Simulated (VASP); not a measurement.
Set up this calculation in VASP 6.6.1, as the native input.

```yaml
Task: single point
Functional: HSE06
Potentials_or_basis: VASP PAW PBE potentials, release 64 (B, N)
Cutoff: 520 eV
k_mesh: 8 × 8 × 8
Occupations: gaussian, width 0.01 eV
Spin: no spin polarisation
Dipole_correction: no
Grid_for_exact_exchange_PRECFOCK: Normal
Further_INCAR_settings: ALGO = Normal; EDIFF = 1e-06; NBANDS = 11
Share_of_exact_exchange: 0.25
Screening_parameter: 0.2079 1/Å
```

Crystal: BN.

```
B N
1.0
     0.00000    1.73263    1.73263
     1.73263    0.00000    1.73263
     1.73263    1.73263    0.00000
B N
1 1
Direct
  0.00000 0.00000 0.00000
  0.25000 0.25000 0.25000
```

This cell differs from its parent crystal: strain -4.0%.

One way to write it, as run:

POSCAR

```
BN
1.0
    0.0000000000      1.7326324464      1.7326324464
    1.7326324464      0.0000000000      1.7326324464
    1.7326324464      1.7326324464      0.0000000000
B N
1 1
Direct
    0.0000000000      0.0000000000      0.0000000000
    0.2500000000      0.2500000000      0.2500000000
```

INCAR.step1

```
PREC = Accurate
ENCUT = 520
EDIFF = 1E-5
ISMEAR = 0
SIGMA = 0.01
LREAL = False
LASPH = True
NELM = 100
ALGO = Normal
ISIF = 2
LWAVE = True
LCHARG = False
NBANDS = 11
GGA = PE
```

INCAR.step2

```
PREC = Accurate
ENCUT = 520
EDIFF = 1E-6
ISMEAR = 0
SIGMA = 0.01
LREAL = False
LASPH = True
NELM = 100
ALGO = Normal
ISIF = 2
LWAVE = False
LCHARG = False
GGA = PE
LHFCALC = True
HFSCREEN = 0.2079
PRECFOCK = Normal
NBANDS = 11
ISTART = 1
```

KPOINTS

```
Automatic mesh
0
Gamma
  8 8 8
```

Potentials or basis: VASP PAW PBE potentials, release 64 (B, N).

Launch:

```sh
$ cat potpaw_PBE.64/B/POTCAR potpaw_PBE.64/N/POTCAR > POTCAR
$ cp INCAR.step1 INCAR
$ mpirun -np 1 vasp_std > vasp.out
$ cp INCAR.step2 INCAR
$ mpirun -np 1 vasp_std > vasp.out
```

It gave:

- Pressure: 55.8 GPa
- Band gap on the k mesh: 5.93 eV (least direct gap 11.21 eV)

Caveat: the cell differs from its parent crystal (strain -4.0%); the cell stands under pressure; the PAW data sets were made with another functional, which shifts forces and pressure a little.

Wall time 13 min on 1 thread of AMD EPYC 7R43 64-Core Processor (Zen 3), on a shared host, peak memory 0.18 GiB.
